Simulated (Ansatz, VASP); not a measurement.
# One calculation of Lu3TiN, two programs

```
Lu Ti N
1.0
     4.58930    0.00000    0.00000
     0.00000    4.58930    0.00000
     0.00000    0.00000    4.58930
Lu Ti N
3 1 1
Direct
  0.50000 0.00000 0.50000
  0.50000 0.50000 0.00000
  0.00000 0.50000 0.50000
  0.00000 0.00000 0.00000
  0.50000 0.50000 0.50000
```

Change from the starting cell: species swapped into the Ti3AlN type (Pm-3m, No. 221).

Alike in both runs: task single point; functional PBE; k mesh 4 × 4 × 4; occupations gaussian, width 0.1 eV; collinear spin.

|  | VASP | Ansatz |
| --- | --- | --- |
| version | VASP 6.6.1 | Ansatz 0.2.0 |
| potentials or method | VASP PAW PBE potentials, release 64 (Lu, Ti_sv, N), cutoff 520 eV | scalar-relativistic, plane waves, PAW |
| valence electrons in the cell | 92 | 92 |

```csv
,VASP,Ansatz,Ansatz less VASP
gap on the k mesh at the Fermi level (eV),none,none,-
pressure (GPa),6.6,7.4,+0.77
net moment per atom (μB),0.00,0.44,+0.438
size of the moment on the site where the two differ most (μB),0.00,1.28,+1.281
```

The net moments are unlike, so the other rows may belong to different states. Site moments also hang on the region over which each program counts them. A gap of «none» marks a metal or a gap that the smearing closes.

Spin-orbit coupling is off throughout.
